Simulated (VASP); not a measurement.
# ZnMo2Se4 (P3m1) in VASP: a series of runs, part 2 of 2

VASP 6.6.1.

## (3) Single point, PBE

This run uses another cell than the first one, of 23.31 Å³/atom.

Contents of INCAR:

```
SYSTEM = ZnMo2Se4
ALGO = Normal
EDIFF = 1E-6
ENCUT = 520
GGA = PE
ISIF = 2
ISMEAR = -1
LASPH = .True.
LCHARG = .False.
LREAL = .False.
LWAVE = .False.
NBANDS = 41
NELM = 60
PREC = Accurate
SIGMA = 0.05
```

Contents of KPOINTS:

```
k-points
0
Gamma
  9 9 2
  0 0 0
```

Contents of POSCAR:

```
ZnMo2Se4
1.0
    3.2685890344      0.0000000000      0.0000000000
   -1.6342945173      2.8306811383      0.0000000000
    0.0000000000      0.0000000000     17.6338158775
Mo Se Zn
2 4 1
Direct
    0.6666666667      0.3333333333      0.2392630000
    0.0000000000      0.0000000000      0.7732790000
    0.0000000000      0.0000000000      0.3332870000
    0.6666666667      0.3333333333      0.6788960000
    0.6666666667      0.3333333333      0.8669470000
    0.0000000000      0.0000000000      0.1453890000
    0.0000000000      0.0000000000      0.5199400000
```

Potentials or basis: VASP PAW PBE potentials, release 64 (Mo_sv, Se, Zn).

Command:

```
$ cat potpaw_PBE.64/Mo_sv/POTCAR potpaw_PBE.64/Se/POTCAR potpaw_PBE.64/Zn/POTCAR > POTCAR
$ mpirun -np 1 vasp_std > vasp.out
```

OUTCAR:

```text
SYSTEM = ZnMo2Se4
   EDIFF = 1E-6
   ENCUT = 520
   GGA = PE
   ISIF = 2
   ISMEAR = -1
   LASPH = .True.
   LREAL = .False.
   NELM = 60
   PREC = Accurate

 ion  position               nearest neighbor table
   1  0.667  0.333  0.239-   6 2.51   6 2.51   6 2.51   3 2.51   3 2.51   3 2.51
   2  0.000  0.000  0.773-   5 2.51   5 2.51   5 2.51   4 2.52   4 2.52   4 2.52
   3  0.000  0.000  0.333-   1 2.51   1 2.51   1 2.51
   4  0.667  0.333  0.679-   2 2.52   2 2.52   2 2.52
   5  0.667  0.333  0.867-   2 2.51   2 2.51   2 2.51
   6  0.000  0.000  0.145-   1 2.51   1 2.51   1 2.51
   7  0.000  0.000  0.520-

  LATTYP: Found a hexagonal cell.
 ALAT       =     3.2685890344
 C/A-ratio  =     5.3949320921

  Lattice vectors:

 A1 = (   3.2685890344,   0.0000000000,   0.0000000000)
 A2 = (  -1.6342945173,   2.8306811383,   0.0000000000)
 A3 = (   0.0000000000,   0.0000000000,  17.6338158775)

Analysis of symmetry for initial positions (statically):
=====================================================================
 Subroutine PRICEL returns:
 Original cell was already a primitive cell.

 Routine SETGRP: Setting up the symmetry group for a
 hexagonal supercell.

 Subroutine GETGRP returns: Found  6 space group operations
 (whereof  6 operations were pure point group operations)
 out of a pool of 24 trial point group operations.

The static configuration has the point symmetry C_3v.

Analysis of symmetry for dynamics (positions and initial velocities):
=====================================================================
 Subroutine PRICEL returns:
 Original cell was already a primitive cell.

 Routine SETGRP: Setting up the symmetry group for a
 hexagonal supercell.

 Subroutine GETGRP returns: Found  6 space group operations
 (whereof  6 operations were pure point group operations)
 out of a pool of 24 trial point group operations.

The dynamic configuration has the point symmetry C_3v.

 Subroutine INISYM returns: Found  6 space group operations
 (whereof  6 operations are pure point group operations),
 and found     1 'primitive' translations

----------------------------------------------------------------------------------------

                                     Primitive cell

  volume of cell :     163.1539

  direct lattice vectors                    reciprocal lattice vectors
     3.268589034  0.000000000  0.000000000     0.305942408  0.176635932  0.000000000
    -1.634294517  2.830681138  0.000000000     0.000000000  0.353271863  0.000000000
     0.000000000  0.000000000 17.633815877     0.000000000  0.000000000  0.056709223

  length of vectors
     3.268589034  3.268589034 17.633815877     0.353271863  0.353271863  0.056709223

  position of ions in fractional coordinates (direct lattice)
     0.666666667  0.333333333  0.239263000
     0.000000000  0.000000000  0.773279000
     0.000000000  0.000000000  0.333287000
     0.666666667  0.333333333  0.678896000
     0.666666667  0.333333333  0.866947000
     0.000000000  0.000000000  0.145389000
     0.000000000  0.000000000  0.519940000

  ion indices of the primitive-cell ions
   primitive index   ion index
                 1           1
[... 31 lines left out ...]
 Found     24 irreducible k-points:

 Following reciprocal coordinates:
            Coordinates               Weight
  0.000000  0.000000  0.000000      1.000000
  0.111111  0.000000  0.000000      6.000000
  0.222222  0.000000  0.000000      6.000000
  0.333333  0.000000  0.000000      6.000000
  0.444444  0.000000  0.000000      6.000000
  0.111111  0.111111  0.000000      6.000000
[... 16 lines left out ...]
  0.333333  0.222222  0.500000     12.000000
  0.333333  0.333333  0.500000      2.000000
   k-points           NKPTS =     24   k-points in BZ     NKDIM =     24   number of bands    NBANDS=     41
   number of dos      NEDOS =    301   number of ions     NIONS =      7
   total plane-waves  NPLWV =  80640
   dimension x,y,z NGX =    24 NGY =   24 NGZ =  140
   dimension x,y,z NGXF=    48 NGYF=   48 NGZF=  280
   ions per type =               2   4   1
   NGX,Y,Z   is equivalent  to a cutoff of  12.21, 12.21, 13.20 a.u.
   NGXF,Y,Z  is equivalent  to a cutoff of  24.41, 24.41, 26.40 a.u.
 SYSTEM =  ZnMo2Se4
   PREC   = accura    normal or accurate (medium, high low for compatibility)
   ISTART =      0    job   : 0-new  1-cont  2-samecut
   ICHARG =      2    charge: 1-file 2-atom 10-const
   ISPIN  =      1    spin polarized calculation?
   LNONCOLLINEAR =      F non collinear calculations
   LSORBIT =      F    spin-orbit coupling
   LASPH  =      T    aspherical Exc in radial PAW
   ENCUT  =  520.0 eV  38.22 Ry    6.18 a.u.   6.08  6.08 32.79*2*pi/ulx,y,z
   NELM   =     60;   NELMIN=  2; NELMDL= -5     # of ELM steps
   EDIFF  = 0.1E-05   stopping-criterion for ELM
   LREAL  =      F    real-space projection
   EDIFFG = 0.1E-04   stopping-criterion for IOM
   NSW    =      0    number of steps for IOM
   IBRION =     -1    ionic relax: 0-MD 1-quasi-New 2-CG
   NFREE  =      0    steps in history (QN), initial steepest desc. (CG)
   ISIF   =      2    stress and relaxation
   ISYM   =      2    0-nonsym 1-usesym 2-fastsym
   POTIM  = 0.5000    time-step for ionic-motion
   TEBEG  =    0.0;   TEEND  =   0.0 temperature during run
   PSTRESS=    0.0 pullay stress
   NELECT =      64.0000    total number of electrons
   NUPDOWN=      -1.0000    fix difference up-down
   EMIN   =  10.00;   EMAX   =-10.00  energy-range for DOS
   EFERMI =   0.00;   METHOD = LEGACY
   ISMEAR =    -1;   SIGMA  =   0.05  broadening in eV -4-tet -1-fermi 0-gaus
   EFERMI_NEDOS =   21; number of points for ismear=-14 and -15
   IALGO  =     38    algorithm
   IMIX   =      4    mixing-type and parameters
     AMIX     =   0.40;   BMIX     =  1.00
     AMIX_MAG =   1.60;   BMIX_MAG =  1.00
  volume/ion in A,a.u.               =      23.31       157.29
  Fermi-wavevector in a.u.,A,eV,Ry     =   1.198401  2.264650 19.540223  1.436166
  Thomas-Fermi vector in A             =   2.334291
   LORBIT       =      0    0 simple, 1 ext, 2 COOP (PROOUT), +10 PAW based schemes
   GGA     = PE    functional components
   LHFCALC =     F    Hartree Fock is set to
   AEXX    =    0.0000 exact exchange contribution
   IVDW    =     0    specifies the selected vdW correction
   LEPSILON=     F    determine dielectric tensor
   LRPA    =     F    only Hartree local field effects (RPA)
 non-spin polarized calculation
  energy-cutoff  :      520.00
  volume of cell :      163.15
 maximum number of plane-waves:      4440
   NGX = 13   NGY = 13   NGZ = 65

 number of electron      64.0000008 magnetization

 Free energy of the ion-electron system (eV)
  ---------------------------------------------------
  ext. energy  EPLUGINS =         0.00000000
  ---------------------------------------------------
  free energy    TOTEN  =       -40.29726136 eV

  energy without entropy =      -40.29235493  energy(sigma->0) =      -40.29480814

 E-fermi :   5.1686     XC(G=0):  -9.5904

 val. band max:        5.1315526222   @ k =   0.3333   0.3333   0.5000
 cond. band min:       5.2991486484   @ k =   0.2222   0.1111   0.5000
 fundamental gap:      0.1675960262
 Fermi energy:         5.1685924035

 k-point     1 :       0.0000    0.0000    0.0000
  band No.  band energies     occupation
      1     -56.9905      2.00000
      2     -56.8893      2.00000
      3     -31.1787      2.00000
      4     -31.0711      2.00000
      5     -30.9676      2.00000
      6     -30.9676      2.00000
[... 1045 lines left out ...]
     40       7.5235      0.00000
     41       8.2919      0.00000

------------------------ aborting loop because EDIFF is reached ----------------------------------------

  FORCE on cell =-STRESS in cart. coord.  units (eV):
  Direction    XX          YY          ZZ          XY          YZ          ZX
  --------------------------------------------------------------------------------------
  -------------------------------------------------------------------------------------
  Total        3.4181698      3.4181698      4.1946068     -0.0000000      0.0000000      0.0000000
  in kB       33.5665447     33.5665447     41.1911830     -0.0000000      0.0000000      0.0000000
  external PRESSURE =      36.1080908 kB  Pullay stress =       0.0000000 kB

 VOLUME and BASIS-vectors are now :
 -----------------------------------------------------------------------------
  energy-cutoff  :      520.00
  volume of cell :      163.15
      direct lattice vectors                 reciprocal lattice vectors
     3.268589034  0.000000000  0.000000000     0.305942408  0.176635932  0.000000000
    -1.634294517  2.830681138  0.000000000     0.000000000  0.353271863  0.000000000
     0.000000000  0.000000000 17.633815877     0.000000000  0.000000000  0.056709223

 POSITION                                       TOTAL-FORCE (eV/Angst)
 -----------------------------------------------------------------------------------
      1.63429      0.94356      4.21912         0.000000     -0.000000      0.013566
      0.00000      0.00000     13.63586        -0.000000      0.000000     -0.001943
      0.00000      0.00000      5.87712        -0.000000     -0.000000      0.543307
      1.63429      0.94356     11.97153         0.000000      0.000000     -0.514559
      1.63429      0.94356     15.28758        -0.000000      0.000000      0.610099
      0.00000      0.00000      2.56376        -0.000000     -0.000000     -0.579361
      0.00000      0.00000      9.16853         0.000000      0.000000     -0.071109
 -----------------------------------------------------------------------------------
    total drift:                               -0.000001      0.000000      0.000340

  FREE ENERGIE OF THE ION-ELECTRON SYSTEM (eV)
  ---------------------------------------------------
  free  energy   TOTEN  =       -40.2972613596 eV

  energy  without entropy=      -40.2923549268  energy(sigma->0) =      -40.29480814
```

It took 4.9 min on 1 thread of Oxide Virtual Turin-like, shared host; peak memory 0.32 GiB.

Results:

| Quantity | Value |
| --- | --- |
| Free energy | -40.2973 eV |
| Pressure | 3.6 GPa |
| Largest force | 0.610 eV/Å |
| Band gap on the k mesh | 0.17 eV (least direct gap 0.21 eV) |

Forces in eV/Å, atoms in the order of the input:
```
Mo   0.000  0.000  0.014
Mo   0.000  0.000 -0.002
Se   0.000  0.000  0.543
Se   0.000  0.000 -0.515
Se   0.000  0.000  0.610
Se   0.000  0.000 -0.579
Zn   0.000  0.000 -0.071
```

Levels at points of the mesh, in eV from the valence-band top:
| k point | band 28 | band 29 | band 30 | band 31 | band 32 | band 33 | band 34 | band 35 | band 36 | band 37 |
| --- | --- | --- | --- | --- | --- | --- | --- | --- | --- | --- |
| (0.00, 0.00, 0.00) | -2.51 | -2.42 | -2.42 | -1.69 | -1.35 | 1.61 | 1.61 | 1.67 | 1.67 | 1.89 |
| (0.00, 0.00, 0.50) | -2.51 | -2.42 | -2.42 | -1.87 | -1.29 | 1.61 | 1.61 | 1.67 | 1.67 | 1.89 |

Caveat: the cell stands under pressure. A k mesh can miss the band edges.
